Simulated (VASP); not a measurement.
# BN in VASP: a series of runs, part 2 of 2

VASP 6.6.1. The steps go on from the part before.

### 3 Single point, PBE

File INCAR:

```
ALGO = Normal
EDIFF = 1E-7
ENCUT = 520
GGA = PE
ISIF = 2
ISMEAR = 0
LASPH = T
LCHARG = T
LELF = T
LREAL = F
LVHAR = T
LWAVE = F
NBANDS = 11
NELM = 80
PREC = Accurate
SIGMA = 0.02
```

File KPOINTS:

```
k-points
0
Gamma
  8 8 8
```

File POSCAR:

```
BN
1.0
    0.0073251431      3.4541645643      2.1020294116
    1.2467226660     -0.0410427613      2.1724908007
    1.2440463538      3.4968720181     -0.0646822500
B N
1 1
Direct
    0.0062647093     -0.0078147471      0.9996584586
    0.6823088083      0.6481888848      0.3349314075
```

Potentials or basis: VASP PAW PBE potentials, release 64 (B, N).

Started as:

```sh
$ cat potpaw_PBE.64/B/POTCAR potpaw_PBE.64/N/POTCAR > POTCAR
$ mpirun -np 1 vasp_std > vasp.out
```

It took 92 s on 1 thread of Intel Xeon 8259CL, shared host; peak memory 0.18 GiB.

The run converged. Its results:

```yaml
Free_energy: -17.5671 eV
Pressure: 5.4 GPa
Largest_force: 0.717 eV/Å
Band_gap_on_the_k_mesh: 3.87 eV (least direct gap 4.85 eV)
```

Forces in eV/Å, atoms in the order of the input:
```
B   -0.407  0.519 -0.281
N    0.407 -0.519  0.281
```

Stress tensor (GPa, compression positive):
```
11.38  0.15 -0.40
 0.15  1.43  0.03
-0.40  0.03  3.49
```

Levels at points of the mesh, in eV from the valence-band top:
```
           k point  band 2  band 3  band 4  band 5  band 6  band 7
(0.00, 0.00, 0.00)   -4.51   -1.52   -1.24    4.85   11.38   11.87
(0.50, 0.00, 0.00)   -8.96   -4.34   -1.01    4.58    9.75   13.56
(0.00, 0.50, 0.00)   -9.03   -4.14   -0.93    4.71    9.91   13.28
(0.50, 0.50, 0.00)   -9.11   -4.13   -0.60    5.81    9.63   12.31
(0.00, 0.00, 0.50)   -8.98   -4.33   -0.95    4.88    9.72   13.28
(0.50, 0.00, 0.50)   -6.15   -1.53   -1.25    9.59   11.39   11.77
(0.00, 0.50, 0.50)   -8.93   -4.16   -1.52    3.87   10.20   14.58
(0.50, 0.50, 0.50)   -9.02   -4.15   -0.98    4.44    9.94   13.52
```

Caveat: the cell stands under pressure.

### 4 Single point, PBE

This run uses another cell than the first one, of 9.48 Å³/atom.

File INCAR:

```
PREC     = Accurate       # precision mode
ENCUT    = 520            # plane-wave cutoff, eV
EDIFF    = 1E-6           # SCF threshold, eV
ISMEAR   = 0              # smearing method
SIGMA    = 0.02           # smearing width, eV
LREAL    = False          # projectors in reciprocal space
LASPH    = True           # aspherical terms in the spheres
NELM     = 60             # most SCF steps
ALGO     = Normal         # electronic algorithm
ISIF     = 2              # what is computed and relaxed
LWAVE    = False          # write WAVECAR
LCHARG   = False          # write CHGCAR
GGA      = PE             # functional
NBANDS   = 11             # bands
```

File KPOINTS:

```
regular mesh
0
Gamma
  12 12 12
```

File POSCAR:

```
BN
1.0
    0.0000000000      3.4953158300      2.1660912400
    1.2516321000      0.0000000000      2.1660912400
    1.2516321000      3.4953158300      0.0000000000
B N
1 1
Direct
    0.0000486500      0.0000486500      0.9999513500
    0.6666513400      0.6666513400      0.3333486600
```

Potentials or basis: VASP PAW PBE potentials, release 64 (B, N).

Started as:

```sh
$ cat potpaw_PBE.64/B/POTCAR potpaw_PBE.64/N/POTCAR > POTCAR
$ mpirun -np 1 vasp_std > vasp.out
```

OUTCAR:

```text
PREC = Accurate
   ENCUT = 520
   EDIFF = 1E-6
   ISMEAR = 0
   LREAL = False
   LASPH = True
   NELM = 60
   ISIF = 2
   GGA = PE

 ion  position               nearest neighbor table
   1  0.000  0.000  1.000-   2 1.44   2 1.44   2 1.44
   2  0.667  0.667  0.333-   1 1.44   1 1.44   1 1.44

  LATTYP: Found a face centered orthorhombic cell.
 ALAT       =     2.5032642000
 B/A-ratio  =     1.7306133647
 C/A-ratio  =     2.7926064137

  Lattice vectors:

[... 520 lines left out ...]

 [... further k-points ...]

------------------------ aborting loop because EDIFF is reached ----------------------------------------

  FORCE on cell =-STRESS in cart. coord.  units (eV):
  Direction    XX          YY          ZZ          XY          YZ          ZX
  --------------------------------------------------------------------------------------
  -------------------------------------------------------------------------------------
  Total        0.4875324      0.1895018      0.4928706      0.0000000      0.0000000      0.0000000
  in kB       41.2139473     16.0196902     41.6652125      0.0000000      0.0000000      0.0000000
  external PRESSURE =      32.9662833 kB  Pullay stress =       0.0000000 kB

 VOLUME and BASIS-vectors are now :
 -----------------------------------------------------------------------------
  energy-cutoff  :      520.00
  volume of cell :       18.95
      direct lattice vectors                 reciprocal lattice vectors
     0.000000000  3.495315830  2.166091240    -0.399478409  0.143048590  0.230830535
     1.251632100  0.000000000  2.166091240     0.399478409 -0.143048590  0.230830535
     1.251632100  3.495315830  0.000000000     0.399478409  0.143048590 -0.230830535

 POSITION                                       TOTAL-FORCE (eV/Angst)
 -----------------------------------------------------------------------------------
      1.25163      3.49532      0.00021         0.000000      0.000000      0.009719
      1.25163      3.49532      2.88806         0.000000      0.000000     -0.009719
 -----------------------------------------------------------------------------------
    total drift:                                0.000006     -0.000011     -0.000063

  FREE ENERGIE OF THE ION-ELECTRON SYSTEM (eV)
  ---------------------------------------------------
  free  energy   TOTEN  =       -17.5867965388 eV

  energy  without entropy=      -17.5867965388  energy(sigma->0) =      -17.58679654
```

OSZICAR:

```text
N       E                     dE             d eps       ncg     rms          rms(c)
DAV:   1     0.140517463757E+02    0.14052E+02   -0.45429E+03  6272   0.677E+02
DAV:   2    -0.185715353866E+02   -0.32623E+02   -0.31228E+02  7276   0.160E+02
DAV:   3    -0.194053715541E+02   -0.83384E+00   -0.83256E+00  7447   0.237E+01
DAV:   4    -0.194081719818E+02   -0.28004E-02   -0.28004E-02  6836   0.153E+00
DAV:   5    -0.194081850830E+02   -0.13101E-04   -0.13101E-04  7509   0.926E-02    0.799E+00
DAV:   6    -0.177851882398E+02    0.16230E+01   -0.52646E+00  6996   0.128E+01    0.364E+00
DAV:   7    -0.176264766175E+02    0.15871E+00   -0.25019E-01  7143   0.372E+00    0.223E+00
DAV:   8    -0.175858300980E+02    0.40647E-01   -0.12375E-01  7278   0.213E+00    0.257E-01
DAV:   9    -0.175862753055E+02   -0.44521E-03   -0.29875E-03  6757   0.436E-01    0.142E-01
DAV:  10    -0.175867642796E+02   -0.48897E-03   -0.60154E-04  6995   0.177E-01    0.258E-02
DAV:  11    -0.175867963469E+02   -0.32067E-04   -0.64822E-05  7243   0.547E-02    0.226E-02
DAV:  12    -0.175867961180E+02    0.22887E-06   -0.12239E-05  6933   0.231E-02    0.211E-03
DAV:  13    -0.175867965388E+02   -0.42080E-06   -0.47697E-07  4463   0.614E-03
   1 F= -.17586797E+02 E0= -.17586797E+02  d E =-.404770E-51
```

It took 85 s on 1 thread of Intel Xeon 8259CL, shared host; peak memory 0.19 GiB.

What came out:

```
Free energy            : -17.5868 eV
Pressure               : 3.3 GPa
Largest force          : 0.010 eV/Å
Band gap on the k mesh : 3.85 eV (least direct gap 4.55 eV)
```

Forces on the atoms (eV/Å):
```
B    0.000  0.000  0.010
N    0.000  0.000 -0.010
```

Stress tensor (GPa, compression positive):
```
4.12 0.00 0.00
0.00 1.60 0.00
0.00 0.00 4.17
```

Caveat: the cell stands under pressure. A k mesh can miss the band edges.

### 5 Single point, PBE

File INCAR:

```
ALGO = Normal
EDIFF = 1E-6
ENCUT = 520
GGA = PE
ISIF = 2
ISMEAR = 0
LASPH = T
LCHARG = F
LREAL = F
LWAVE = F
NBANDS = 11
NELM = 100
PREC = Accurate
SIGMA = 0.02
```

File KPOINTS:

```
k-points
0
Gamma
  10 10 10
```

File POSCAR:

```
BN
1.0
    0.0073251431      3.4541645643      2.1020294116
    1.2467226660     -0.0410427613      2.1724908007
    1.2440463538      3.4968720181     -0.0646822500
B N
1 1
Direct
    0.0062647093     -0.0078147471      0.9996584586
    0.6823088083      0.6481888848      0.3349314075
```

Started as:

```sh
$ cat potpaw_PBE.64/B/POTCAR potpaw_PBE.64/N/POTCAR > POTCAR
$ mpirun -np 1 vasp_std > vasp.out
```

Run time: 2.8 min. Hardware: 1 thread of Intel Xeon 8259CL, shared host; peak memory 0.22 GiB.

It converged, with:

```
Free energy            : -17.5672 eV
Pressure               : 5.4 GPa
Largest force          : 0.717 eV/Å
Band gap on the k mesh : 3.91 eV (least direct gap 4.75 eV)
```

Forces on the atoms (eV/Å):
```
B   -0.407  0.519 -0.282
N    0.407 -0.519  0.282
```

Stress tensor (GPa, compression positive):
```
11.38  0.15 -0.40
 0.15  1.44  0.03
-0.40  0.03  3.49
```

Levels at points of the mesh, in eV from the valence-band top:
| k point | band 2 | band 3 | band 4 | band 5 | band 6 | band 7 |
| --- | --- | --- | --- | --- | --- | --- |
| (0.00, 0.00, 0.00) | -4.47 | -1.47 | -1.20 | 4.89 | 11.43 | 11.91 |
| (0.50, 0.00, 0.00) | -8.92 | -4.30 | -0.97 | 4.62 | 9.80 | 13.61 |
| (0.00, 0.50, 0.00) | -8.99 | -4.10 | -0.89 | 4.75 | 9.95 | 13.32 |
| (0.50, 0.50, 0.00) | -9.07 | -4.08 | -0.56 | 5.85 | 9.67 | 12.36 |
| (0.00, 0.00, 0.50) | -8.94 | -4.29 | -0.91 | 4.92 | 9.76 | 13.32 |
| (0.50, 0.00, 0.50) | -6.10 | -1.48 | -1.20 | 9.63 | 11.43 | 11.81 |
| (0.00, 0.50, 0.50) | -8.88 | -4.12 | -1.47 | 3.91 | 10.25 | 14.62 |
| (0.50, 0.50, 0.50) | -8.98 | -4.11 | -0.94 | 4.48 | 9.98 | 13.57 |

Caveat: the cell stands under pressure. A k mesh can miss the band edges.

### 6 Single point, PBE (atoms moved at random and the cell strained at random)

File INCAR:

```
ALGO = Normal
EDIFF = 1E-7
ENCUT = 520
GGA = PE
ISIF = 2
ISMEAR = 0
LASPH = True
LCHARG = False
LREAL = False
LWAVE = False
NBANDS = 11
NELM = 100
PREC = Accurate
SIGMA = 0.02
```

File KPOINTS:

```
k-points
0
Gamma
  12 12 12
```

POSCAR is that of step 5.

Potentials or basis: VASP PAW PBE potentials, release 64 (B, N).

Started as:

```sh
$ cat potpaw_PBE.64/B/POTCAR potpaw_PBE.64/N/POTCAR > POTCAR
$ mpirun -np 1 vasp_std > vasp.out
```

It took 5.3 min on 1 thread of Intel Xeon 8259CL, shared host; peak memory 0.29 GiB.

It converged, with:

* Free energy: -17.5672 eV
* Pressure: 5.4 GPa
* Largest force: 0.717 eV/Å
* Band gap on the k mesh: 3.85 eV (least direct gap 4.59 eV)

Forces on the atoms (eV/Å):
```
B   -0.407  0.519 -0.281
N    0.407 -0.519  0.281
```

Stress tensor (GPa, compression positive):
```
11.38  0.15 -0.40
 0.15  1.43  0.03
-0.40  0.03  3.49
```

Levels at points of the mesh, in eV from the valence-band top:
| k point | band 2 | band 3 | band 4 | band 5 | band 6 | band 7 |
| --- | --- | --- | --- | --- | --- | --- |
| (0.00, 0.00, 0.00) | -4.53 | -1.54 | -1.27 | 4.82 | 11.36 | 11.84 |
| (0.50, 0.00, 0.00) | -8.98 | -4.36 | -1.03 | 4.56 | 9.73 | 13.54 |
| (0.00, 0.50, 0.00) | -9.06 | -4.16 | -0.96 | 4.69 | 9.88 | 13.25 |
| (0.50, 0.50, 0.00) | -9.13 | -4.15 | -0.62 | 5.78 | 9.60 | 12.29 |
| (0.00, 0.00, 0.50) | -9.00 | -4.35 | -0.97 | 4.86 | 9.70 | 13.26 |
| (0.50, 0.00, 0.50) | -6.17 | -1.55 | -1.27 | 9.56 | 11.36 | 11.75 |
| (0.00, 0.50, 0.50) | -8.95 | -4.19 | -1.54 | 3.85 | 10.18 | 14.55 |
| (0.50, 0.50, 0.50) | -9.04 | -4.17 | -1.00 | 4.42 | 9.91 | 13.50 |

Caveat: the cell differs from its parent crystal (atoms moved at random and the cell strained at random); the cell stands under pressure. A k mesh can miss the band edges.

### 7 The runs side by side

| cell | k mesh | gap on the mesh (eV) | pressure (GPa) | largest force (eV/Å) |
| --- | --- | --- | --- | --- |
| a = 4.043, b = 2.505, c = 3.712 Å, angles 82.2, 37.2, 64.0°, 2 atoms, atomic positions A | 6 × 6 × 6 | 3.85 | 5.4 | 0.72 |
| a = 4.043, b = 2.505, c = 3.712 Å, angles 82.2, 37.2, 64.0°, 2 atoms, atomic positions A | 8 × 8 × 8 | 3.87 | 5.4 | 0.72 |
| a = 4.112, b = 2.502, c = 3.713 Å, angles 80.3, 36.8, 62.9°, 2 atoms, atomic positions B | 12 × 12 × 12 | 3.85 | 3.3 | 0.01 |
| a = 4.043, b = 2.505, c = 3.712 Å, angles 82.2, 37.2, 64.0°, 2 atoms, atomic positions A | 10 × 10 × 10 | 3.91 | 5.4 | 0.72 |
| a = 4.043, b = 2.505, c = 3.712 Å, angles 82.2, 37.2, 64.0°, 2 atoms, atomic positions A | 12 × 12 × 12 | 3.85 | 5.4 | 0.72 |

Alike in all rows: task single point; level PBE; potentials or basis VASP PAW PBE potentials, release 64 (B, N); no spin polarisation; cutoff (eV) 520; smearing gaussian 0.02 eV.

Caveats: some runs use coarse meshes; the cell stands under pressure (at least some runs).

Total energies depend on the potentials used, so only differences within one code and one set of settings carry meaning.
